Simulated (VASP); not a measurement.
Input of a VASP 6.6.1 run:

POSCAR

```
AlN
1.0
    3.1066937622      0.0000000000      0.0000000000
   -1.5533468811      2.6904757198      0.0000000000
    0.0000000000      0.0000000000      4.9785915530
Al N
2 2
Direct
    0.3333333333      0.6666666667     -0.0032954729
    0.6666666667      0.3333333333      0.4967045271
    0.3333333333      0.6666666667      0.3782954729
    0.6666666667      0.3333333333      0.8782954729
```

The input INCAR.step1:

```
ALGO     = Normal         # electronic algorithm
EDIFF    = 1E-5           # SCF threshold, eV
ENCUT    = 520            # plane-wave cutoff, eV
GGA      = PE             # functional
ISIF     = 2              # what is computed and relaxed
ISMEAR   = 0              # smearing method
LASPH    = True           # aspherical terms in the spheres
LCHARG   = False          # write CHGCAR
LREAL    = False          # projectors in reciprocal space
LWAVE    = True           # write WAVECAR
NBANDS   = 16             # bands
NELM     = 80             # most SCF steps
PREC     = Accurate       # precision mode
SIGMA    = 0.01           # smearing width, eV
```

The input INCAR.step2:

```
AEXX     = 0.5            # exact-exchange fraction
ALGO     = Normal         # electronic algorithm
EDIFF    = 1E-6           # SCF threshold, eV
ENCUT    = 520            # plane-wave cutoff, eV
GGA      = PE             # functional
HFSCREEN = 0.5            # screening, 1/A
ISIF     = 2              # what is computed and relaxed
ISMEAR   = 0              # smearing method
ISTART   = 1            
LASPH    = True           # aspherical terms in the spheres
LCHARG   = False          # write CHGCAR
LHFCALC  = True           # exact exchange
LREAL    = False          # projectors in reciprocal space
LWAVE    = False          # write WAVECAR
NBANDS   = 16             # bands
NELM     = 80             # most SCF steps
PREC     = Accurate       # precision mode
PRECFOCK = Normal       
SIGMA    = 0.01           # smearing width, eV
```

KPOINTS

```
k-points
0
Gamma
  6 6 2
```

Potentials or basis: VASP PAW PBE potentials, release 64 (Al, N).

Launch:

```console
$ cat potpaw_PBE.64/Al/POTCAR potpaw_PBE.64/N/POTCAR > POTCAR
$ cp INCAR.step1 INCAR
$ mpirun -np 1 vasp_std > vasp.out
$ cp INCAR.step2 INCAR
$ mpirun -np 1 vasp_std > vasp.out
```

(1) Predict the largest force.

(2) Estimate the band gap on the k mesh.

(3) Estimate the pressure.

## Answers

(1) 0.006 eV/Å.

(2) 5.76 eV, direct.

(3) -3.8 GPa.

Caveat: the k points lie up to 0.63 Å⁻¹ apart; the PAW data sets were made with another functional, which shifts forces and pressure a little.
